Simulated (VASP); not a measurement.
## Al: single point with PBE+D3(BJ)

Crystal: Al.

```
CELL_PARAMETERS angstrom
2.82681 0.00000 0.00000
-1.41341 2.44809 0.00000
0.00000 0.00000 9.89611
ATOMIC_POSITIONS crystal
Al 0.00000 0.00000 0.00000
Al 0.33333 0.66667 0.25000
Al 0.00000 0.00000 0.50000
Al 0.66667 0.33333 0.75000
```

This isn't the form of Al at room conditions, which is fcc.

| Property | Result |
| --- | --- |
| Program | VASP 6.6.1 |
| Task | single point |
| Functional | PBE |
| Dispersion | D3(BJ) |
| Potentials or basis | VASP PAW PBE potentials, release 64 (Al) |
| Cutoff | 520 eV |
| k mesh | 18 × 18 × 6 |
| Occupations | gaussian, width 0.15 eV |
| Spin | no spin polarisation |

```yaml
Pressure: -5.1 GPa
Band_gap_on_the_k_mesh: zero (bands 6 and 7 overlap by 4.40 eV)
Dispersion_energy_per_atom: -0.324 eV
```

Stress tensor (GPa, compression positive):
```
-4.05  0.00  0.00
 0.00 -4.05  0.00
 0.00  0.00 -7.21
```

Levels at points of the mesh, in eV from the Fermi level:
```
           k point  band 2  band 3  band 4  band 5  band 6  band 7  band 8  band 9  band 10  band 11
(0.00, 0.00, 0.00)   -9.37   -9.36   -5.14   -4.75    2.17    2.18   10.91   11.46    11.46    11.59
(0.50, 0.00, 0.00)   -4.80   -3.68   -3.64   -3.10   -3.05    0.68    0.86    1.04     1.30     6.27
(0.00, 0.00, 0.50)  -10.49   -7.51   -7.51   -1.70   -1.70    6.59    6.59   11.76    11.76    11.76
(0.50, 0.00, 0.50)   -4.51   -4.45   -4.45   -1.83   -1.83   -1.22   -1.22    3.85     3.85     4.25
```

Wall time 2.4 min on 1 thread of Intel Xeon 8259CL, on a shared host, peak memory 0.27 GiB.

Caveat: the cell stands under tension.
